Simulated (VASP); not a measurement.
Input of a VASP 6.6.1 run:

File INCAR:

```
PREC = Accurate
ENCUT = 520
EDIFF = 1E-6
ISMEAR = 0
SIGMA = 0.15
LREAL = F
LASPH = T
NELM = 100
ALGO = Normal
ISIF = 2
LWAVE = F
LCHARG = T
GGA = PS
LELF = T
LVHAR = T
NBANDS = 8
```

KPOINTS

```
Automatic mesh
0
Gamma
  16 16 16
```

File POSCAR:

```
Sb
1.0
    3.0336000000      0.0000000000      0.0000000000
    0.0000000000      3.0336000000      0.0000000000
    0.0000000000      0.0000000000      2.9072000000
Sb
1
Direct
    0.0000000000      0.0000000000      0.0000000000
```

Potentials or basis: VASP PAW PBE potentials, release 64 (Sb).

Launch:

```console
$ cat potpaw_PBE.64/Sb/POTCAR > POTCAR
$ mpirun -np 1 vasp_std > vasp.out
```

Q: Predict the pressure.

A: 5.7 GPa.

Stress tensor (GPa, compression positive):
```
 3.45  0.00  0.00
 0.00  3.45  0.00
 0.00  0.00 10.30
```

Caveat: the cell differs from its parent crystal (strain -0.040 along x and y, -0.080 along z); the PAW data sets were made with another functional, which shifts forces and pressure a little.
